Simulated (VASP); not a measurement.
# Rb (P6/mmm) in VASP: single point with PBE

Aim: the single point of Rb with PBE.

Everything below comes from runs of VASP 6.6.1. Logs are shortened: lines on timing, memory, paths and dates and some standing lists are left out, and cuts for length are marked.

## (1) The cell of the first run

The structure is hexagonal, space group P6/mmm (No. 191). Conventional cell: a = 8.121 Å, b = 8.121 Å, c = 4.836 Å, α = 90.00°, β = 90.00°, γ = 120.00°.

This isn't the form of Rb at room conditions, which is bcc.

## (2) Single point, PBE

File INCAR:

```
SYSTEM = Rb
PREC = Accurate ; ENCUT = 520
EDIFF = 1E-7 ; ISMEAR = -1
SIGMA = 0.08 ; LREAL = .False.
LASPH = .True. ; NELM = 100
ALGO = Normal ; ISIF = 2
LWAVE = .False. ; LCHARG = .False.
GGA = PE ; NBANDS = 20
```

File KPOINTS:

```
Automatic mesh
0
Gamma
  5 5 7
  0 0 0
```

File POSCAR:

```
Rb
1.0
    8.1205357987      0.0000000000      0.0000000000
   -4.0602678993      7.0325902941      0.0000000000
    0.0000000000      0.0000000000      4.8361504058
Rb
3
Direct
    0.0000000000      0.0000000000      0.0000000000
    0.3333333333      0.6666666667      0.5000000000
    0.6666666667      0.3333333333      0.5000000000
```

Potentials or basis: VASP PAW PBE potentials, release 64 (Rb_sv).

Started as:

```sh
cat potpaw_PBE.64/Rb_sv/POTCAR > POTCAR
mpirun -np 1 vasp_std > vasp.out
```

OUTCAR:

```text
SYSTEM = Rb
   PREC = Accurate
   ENCUT = 520
   EDIFF = 1E-7
   ISMEAR = -1
   LREAL = .False.
   LASPH = .True.
   NELM = 100
   ISIF = 2
   GGA = PE

 ion  position               nearest neighbor table
   1  0.000  0.000  0.000-   2 5.28   3 5.28   2 5.28   3 5.28   3 5.28   3 5.28   2 5.28   2 5.28
                             3 5.28   3 5.28   2 5.28   2 5.28
   2  0.333  0.667  0.500-   3 4.69   3 4.69   3 4.69   1 5.28   1 5.28   1 5.28   1 5.28   1 5.28
                             1 5.28
   3  0.667  0.333  0.500-   2 4.69   2 4.69   2 4.69   1 5.28   1 5.28   1 5.28   1 5.28   1 5.28
                             1 5.28

  LATTYP: Found a hexagonal cell.
 ALAT       =     8.1205357987
 C/A-ratio  =     0.5955457282

  Lattice vectors:

 A1 = (   8.1205357987,   0.0000000000,   0.0000000000)
 A2 = (  -4.0602678993,   7.0325902941,   0.0000000000)
 A3 = (   0.0000000000,   0.0000000000,   4.8361504058)

Analysis of symmetry for initial positions (statically):
=====================================================================
 Subroutine PRICEL returns:
 Original cell was already a primitive cell.

 Routine SETGRP: Setting up the symmetry group for a
 hexagonal supercell.

 Subroutine GETGRP returns: Found 24 space group operations
 (whereof 24 operations were pure point group operations)
 out of a pool of 24 trial point group operations.

The static configuration has the point symmetry D_6h.

Analysis of symmetry for dynamics (positions and initial velocities):
=====================================================================
 Subroutine PRICEL returns:
 Original cell was already a primitive cell.

 Routine SETGRP: Setting up the symmetry group for a
 hexagonal supercell.

 Subroutine GETGRP returns: Found 24 space group operations
 (whereof 24 operations were pure point group operations)
 out of a pool of 24 trial point group operations.

The dynamic configuration has the point symmetry D_6h.

 Subroutine INISYM returns: Found 24 space group operations
 (whereof 24 operations are pure point group operations),
 and found     1 'primitive' translations

----------------------------------------------------------------------------------------

                                     Primitive cell

  volume of cell :     276.1848

  direct lattice vectors                    reciprocal lattice vectors
     8.120535799  0.000000000  0.000000000     0.123144584  0.071097559  0.000000000
    -4.060267899  7.032590294  0.000000000     0.000000000  0.142195117  0.000000000
     0.000000000  0.000000000  4.836150406     0.000000000  0.000000000  0.206776034

  length of vectors
     8.120535799  8.120535799  4.836150406     0.142195117  0.142195117  0.206776034

  position of ions in fractional coordinates (direct lattice)
     0.000000000  0.000000000  0.000000000
     0.333333333  0.666666667  0.500000000
     0.666666667  0.333333333  0.500000000

  ion indices of the primitive-cell ions
   primitive index   ion index
                 1           1
                 2           2
                 3           3

----------------------------------------------------------------------------------------

 KPOINTS: Automatic mesh

Automatic generation of k-mesh.
 Grid dimensions read from file:
 generate k-points for:    5    5    7

 Generating k-lattice:

  Cartesian coordinates                     Fractional coordinates (reciprocal lattice)
     0.024628917  0.014219512  0.000000000     0.200000000  0.000000000  0.000000000
     0.000000000  0.028439023  0.000000000     0.000000000  0.200000000  0.000000000
     0.000000000  0.000000000  0.029539433     0.000000000  0.000000000  0.142857143

  Length of vectors
     0.028439023  0.028439023  0.029539433

  Shift w.r.t. Gamma in fractional coordinates (k-lattice)
     0.000000000  0.000000000  0.000000000

 Subroutine IBZKPT returns following result:
 ===========================================

 Found     20 irreducible k-points:

 Following reciprocal coordinates:
            Coordinates               Weight
  0.000000  0.000000  0.000000      1.000000
  0.200000 -0.000000  0.000000      6.000000
  0.400000 -0.000000  0.000000      6.000000
  0.200000  0.200000  0.000000      6.000000
  0.400000  0.200000  0.000000      6.000000
  0.000000  0.000000  0.142857      2.000000
[... 12 lines left out ...]
  0.200000  0.200000  0.428571     12.000000
  0.400000  0.200000  0.428571     12.000000
   k-points           NKPTS =     20   k-points in BZ     NKDIM =     20   number of bands    NBANDS=     20
   number of dos      NEDOS =    301   number of ions     NIONS =      3
   total plane-waves  NPLWV = 129600
   dimension x,y,z NGX =    60 NGY =   60 NGZ =   36
   dimension x,y,z NGXF=   120 NGYF=  120 NGZF=   72
   ions per type =               3
   NGX,Y,Z   is equivalent  to a cutoff of  12.28, 12.28, 12.38 a.u.
   NGXF,Y,Z  is equivalent  to a cutoff of  24.57, 24.57, 24.75 a.u.
 SYSTEM =  Rb
   PREC   = accura    normal or accurate (medium, high low for compatibility)
   ISTART =      0    job   : 0-new  1-cont  2-samecut
   ICHARG =      2    charge: 1-file 2-atom 10-const
   ISPIN  =      1    spin polarized calculation?
   LNONCOLLINEAR =      F non collinear calculations
   LSORBIT =      F    spin-orbit coupling
   LASPH  =      T    aspherical Exc in radial PAW
   ENCUT  =  520.0 eV  38.22 Ry    6.18 a.u.  15.10 15.10  8.99*2*pi/ulx,y,z
   NELM   =    100;   NELMIN=  2; NELMDL= -5     # of ELM steps
   EDIFF  = 0.1E-06   stopping-criterion for ELM
   LREAL  =      F    real-space projection
   EDIFFG = 0.1E-05   stopping-criterion for IOM
   NSW    =      0    number of steps for IOM
   IBRION =     -1    ionic relax: 0-MD 1-quasi-New 2-CG
   NFREE  =      0    steps in history (QN), initial steepest desc. (CG)
   ISIF   =      2    stress and relaxation
   ISYM   =      2    0-nonsym 1-usesym 2-fastsym
   POTIM  = 0.5000    time-step for ionic-motion
   TEBEG  =    0.0;   TEEND  =   0.0 temperature during run
   PSTRESS=    0.0 pullay stress
   NELECT =      27.0000    total number of electrons
   NUPDOWN=      -1.0000    fix difference up-down
   EMIN   =  10.00;   EMAX   =-10.00  energy-range for DOS
   EFERMI =   0.00;   METHOD = LEGACY
   ISMEAR =    -1;   SIGMA  =   0.08  broadening in eV -4-tet -1-fermi 0-gaus
   EFERMI_NEDOS =   21; number of points for ismear=-14 and -15
   IALGO  =     38    algorithm
   IMIX   =      4    mixing-type and parameters
     AMIX     =   0.40;   BMIX     =  1.00
     AMIX_MAG =   1.60;   BMIX_MAG =  1.00
  volume/ion in A,a.u.               =      92.06       621.26
  Fermi-wavevector in a.u.,A,eV,Ry     =   0.754159  1.425154  7.738389  0.568756
  Thomas-Fermi vector in A             =   1.851763
   LORBIT       =      0    0 simple, 1 ext, 2 COOP (PROOUT), +10 PAW based schemes
   GGA     = PE    functional components
   LHFCALC =     F    Hartree Fock is set to
   AEXX    =    0.0000 exact exchange contribution
   IVDW    =     0    specifies the selected vdW correction
   LEPSILON=     F    determine dielectric tensor
   LRPA    =     F    only Hartree local field effects (RPA)
 non-spin polarized calculation
  energy-cutoff  :      520.00
  volume of cell :      276.18
 maximum number of plane-waves:      7466
   NGX = 31   NGY = 31   NGZ = 17

 number of electron      27.0000000 magnetization

 Free energy of the ion-electron system (eV)
  ---------------------------------------------------
  ext. energy  EPLUGINS =         0.00000000
  ---------------------------------------------------
  free energy    TOTEN  =        -2.81840805 eV

  energy without entropy =       -2.76741078  energy(sigma->0) =       -2.79290941

 E-fermi :  -0.0306     XC(G=0):  -5.4369

 val. band max:       -0.0618616727   @ k =   0.2000   0.2000   0.1429
 cond. band min:       0.1634107281   @ k =   0.2000  -0.0000   0.0000
 fundamental gap:      0.2252724008
 Fermi energy:        -0.0305663891

 k-point     1 :       0.0000    0.0000    0.0000
  band No.  band energies     occupation
      1     -28.9565      2.00000
      2     -28.9511      2.00000
      3     -28.8761      2.00000
      4     -13.0781      2.00000
      5     -13.0781      2.00000
      6     -13.0185      2.00000
[... 12 lines left out ...]
     19       1.3038      0.00000
     20       3.1152      0.00000

 k-point     2 :       0.2000   -0.0000    0.0000
  band No.  band energies     occupation
      1     -28.9560      2.00000
      2     -28.9515      2.00000
      3     -28.8761      2.00000
      4     -13.0824      2.00000
      5     -13.0753      2.00000
      6     -13.0174      2.00000
[... 12 lines left out ...]
     19       2.0549      0.00000
     20       3.1787      0.00000

 k-point     3 :       0.4000   -0.0000    0.0000
  band No.  band energies     occupation
      1     -28.9549      2.00000
      2     -28.9526      2.00000
      3     -28.8761      2.00000
      4     -13.0882      2.00000
      5     -13.0648      2.00000
      6     -13.0257      2.00000
[... 12 lines left out ...]
     19       2.6222      0.00000
     20       2.6478      0.00000

 k-point     4 :       0.2000    0.2000    0.0000
  band No.  band energies     occupation
      1     -28.9552      2.00000
      2     -28.9523      2.00000
      3     -28.8761      2.00000
      4     -13.0857      2.00000
      5     -13.0688      2.00000
      6     -13.0244      2.00000
[... 337 lines left out ...]
 k-point    19 :       0.2000    0.2000    0.4286
  band No.  band energies     occupation
      1     -28.9530      2.00000
      2     -28.9502      2.00000
      3     -28.8739      2.00000
      4     -13.0793      2.00000
      5     -13.0771      2.00000
      6     -13.0676      2.00000
[... 12 lines left out ...]
     19       2.1566      0.00000
     20       2.3631      0.00000

 k-point    20 :       0.4000    0.2000    0.4286
  band No.  band energies     occupation
      1     -28.9521      2.00000
      2     -28.9510      2.00000
      3     -28.8739      2.00000
      4     -13.0810      2.00000
      5     -13.0765      2.00000
      6     -13.0711      2.00000
[... 12 lines left out ...]
     19       2.1663      0.00000
     20       2.7637      0.00000

------------------------ aborting loop because EDIFF is reached ----------------------------------------

  FORCE on cell =-STRESS in cart. coord.  units (eV):
  Direction    XX          YY          ZZ          XY          YZ          ZX
  --------------------------------------------------------------------------------------
  -------------------------------------------------------------------------------------
  Total       -0.0217303     -0.0217303     -0.0037817     -0.0000000      0.0000000      0.0000000
  in kB       -0.1260597     -0.1260597     -0.0219381     -0.0000000      0.0000000      0.0000000
  external PRESSURE =      -0.0913525 kB  Pullay stress =       0.0000000 kB

 VOLUME and BASIS-vectors are now :
 -----------------------------------------------------------------------------
  energy-cutoff  :      520.00
  volume of cell :      276.18
      direct lattice vectors                 reciprocal lattice vectors
     8.120535799  0.000000000  0.000000000     0.123144584  0.071097559  0.000000000
    -4.060267899  7.032590294  0.000000000     0.000000000  0.142195117  0.000000000
     0.000000000  0.000000000  4.836150406     0.000000000  0.000000000  0.206776034

 POSITION                                       TOTAL-FORCE (eV/Angst)
 -----------------------------------------------------------------------------------
      0.00000      0.00000      0.00000        -0.000000      0.000000      0.000000
     -0.00000      4.68839      2.41808        -0.000000      0.000000      0.000000
      4.06027      2.34420      2.41808         0.000000      0.000000     -0.000000
 -----------------------------------------------------------------------------------
    total drift:                                0.000000     -0.000000      0.000000

  FREE ENERGIE OF THE ION-ELECTRON SYSTEM (eV)
  ---------------------------------------------------
  free  energy   TOTEN  =        -2.8184080496 eV

  energy  without entropy=       -2.7674107766  energy(sigma->0) =       -2.79290941
```

It took 40 s on 1 thread of Intel Xeon 6975P-C (Granite Rapids), shared host; peak memory 0.36 GiB.

Results:

```yaml
Free_energy: -2.8184 eV
Pressure: 0.0 GPa
Band_gap_on_the_k_mesh: zero (an odd number of electrons rules out a gap without spin polarisation)
```

The gap in the log of VASP goes by the Fermi energy; the results here count the filled bands.